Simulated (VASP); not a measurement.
Set up this calculation in VASP 6.6.1, as the native input.

```
Task                   : single point
Functional             : PBE
Potentials or basis    : VASP PAW PBE potentials, release 64 (Al, As)
Cutoff                 : 520 eV
k mesh                 : 12 × 12 × 8
Occupations            : gaussian, width 0.1 eV
Spin                   : no spin polarisation
Dipole correction      : no
Further INCAR settings : ALGO = Fast; EDIFF = 1e-06; NBANDS = 19
```

The structure of Al5As lies in POSCAR:

```
Al5As
1.0
    5.3351271512      0.0000000000      0.0000000000
   -2.6675635756      4.6203556453      0.0000000000
    0.0000000000      0.0000000000      4.5851790500
Al As
5 1
Direct
    0.5000000000      0.0000000000      0.5000000000
    0.5000000000      0.5000000000      0.5000000000
    0.0000000000      0.5000000000      0.5000000000
    0.3333333333      0.6666666667      0.0000000000
    0.6666666667      0.3333333333      0.0000000000
    0.0000000000      0.0000000000      0.0000000000
```

These files were run (other wordings do the same):

INCAR

```
PREC = Accurate ; ENCUT = 520
EDIFF = 1E-6 ; ISMEAR = 0
SIGMA = 0.1 ; LREAL = F
LASPH = T ; NELM = 100
ALGO = Fast ; ISIF = 2
LWAVE = F ; LCHARG = F
GGA = PE ; NBANDS = 19
```

KPOINTS

```
Automatic mesh
0
Gamma
  12 12 8
```

Potentials or basis: VASP PAW PBE potentials, release 64 (Al, As).

Run with:

```console
$ cat potpaw_PBE.64/Al/POTCAR potpaw_PBE.64/As/POTCAR > POTCAR
$ mpirun -np 1 vasp_std > vasp.out
```

It gave:

The pressure is 0.0 GPa and the band gap on the k mesh is zero (band 10 reaches 7.82 eV, above the bottom of band 11 at 4.60 eV).

Wall time 71 s on 1 thread of Intel(R) Xeon(R) 6975P-C (Granite Rapids) (shared host), peak memory 0.34 GiB.
